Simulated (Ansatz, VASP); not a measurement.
## Two plane-wave programs on NaCl

```
Na Cl
1.0
     0.00000    2.94502    2.60521
     2.94502    0.00000    2.60521
     2.94502    2.94502    0.00000
Na Cl
1 1
Direct
  0.00000 0.00000 0.00000
  0.50000 0.50000 0.50000
```

Change from the starting cell: strain +0.040 along x and y, -0.080 along z, atoms carried along.

Alike in both runs: task single point; functional PBE; k mesh 8 × 8 × 8; occupations gaussian, width 0.05 eV; no spin polarisation.

|  | VASP | Ansatz |
| --- | --- | --- |
| version | VASP 6.6.1 | Ansatz 0.2.0 |
| potentials or method | VASP PAW PBE potentials, release 64 (Na_pv, Cl), cutoff 520 eV | scalar-relativistic, plane waves, PAW |
| valence electrons in the cell | 14 | 16 |

```tsv
	VASP	Ansatz	Ansatz less VASP
gap on the k mesh at the Fermi level (eV)	5.05	5.05	0.000
least direct gap on the mesh (eV)	5.05	5.05	0.000
pressure (GPa)	1.6	1.6	+0.01
traceless stress, the component that is largest in VASP (GPa)	4.39	4.35	-0.043
```

VASP's potentials hold 14 valence electrons a cell and Ansatz's 16, so a difference there can come from the potentials and not from the codes.
